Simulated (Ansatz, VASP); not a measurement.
One calculation of Ta2W, two programs

The input INCAR:

```
SYSTEM = Ta2W
  PREC = Accurate
  ENCUT = 520
  EDIFF = 1E-6
  ISMEAR = -1
  SIGMA = 0.1
  LREAL = .FALSE.
  LASPH = .TRUE.
  NELM = 60
  ALGO = Normal
  ISIF = 2
  LWAVE = .FALSE.
  LCHARG = .FALSE.
  LDIPOL = .TRUE.
  IDIPOL = 3
  DIPOL = 0.5 0.5 0.500
  NBANDS = 25
```

KPOINTS

```
regular mesh
0
G
  15 15 1
  0 0 0
```

File POSCAR:

```
Ta2W
1.0
    2.8181880382      0.0000000000      0.0000000000
   -0.9393960127      2.6570131632      0.0000000000
    0.0000000000      0.0000000000     20.6021000000
W Ta
1 2
Direct
    0.0000000000      0.0000000000      0.3918156972
    0.5000000000      0.5000000000      0.4999999802
    0.0000000000      0.0000000000      0.6081843226
```

Input for Ansatz:

```yaml
crystal:
  lattice:
    - [2.8181880382, 0.0, 0.0]
    - [-0.9393960127, 2.6570131632, 0.0]
    - [0.0, 0.0, 20.6021]
  atoms:
    - { symbol: W, position: [0.0, 0.0, 0.3918156972] }
    - { symbol: Ta, position: [0.5, 0.5, 0.4999999802] }
    - { symbol: Ta, position: [0.0, 0.0, 0.6081843226] }
kpoints:
  mp_grid: { grid: [15, 15, 1] }
scf:
  occupations: { method: fermi_dirac, width: 0.1 }
hamiltonian:
  xc: lda
  pseudopotentials: { kind: all_electron, lapw: { basis_error: 0.001 } }
output:
  forces: true
  stress: true
  eigenvalues: true
efield:
  axis: 3
  amplitude: 0
  dipole_correction: true
```

Alike in both runs: task single point; functional LDA; k mesh 15 × 15 × 1; occupations fermi-dirac, width 0.1 eV; no spin polarisation.

```csv
,VASP,Ansatz
version,VASP 6.6.1,Ansatz 0.2.0
potentials or method,"VASP PAW LDA potentials, release 64 (W_sv, Ta_pv), cutoff 520 eV","all-electron LAPW, scalar-relativistic"
```

|  | VASP | Ansatz | Ansatz less VASP |
| --- | --- | --- | --- |
| rms of the force components (eV/Å) | 0.378 | 0.388 | +0.0103 |

LDA's correlation is that of Perdew and Zunger in VASP and of Perdew and Wang (1992) in Ansatz. Atom by atom the forces differ by 0.026 eV/Å (rms over components). Ansatz ran all-electron here, and VASP with PAW potentials.

Neither program's run includes spin-orbit coupling.
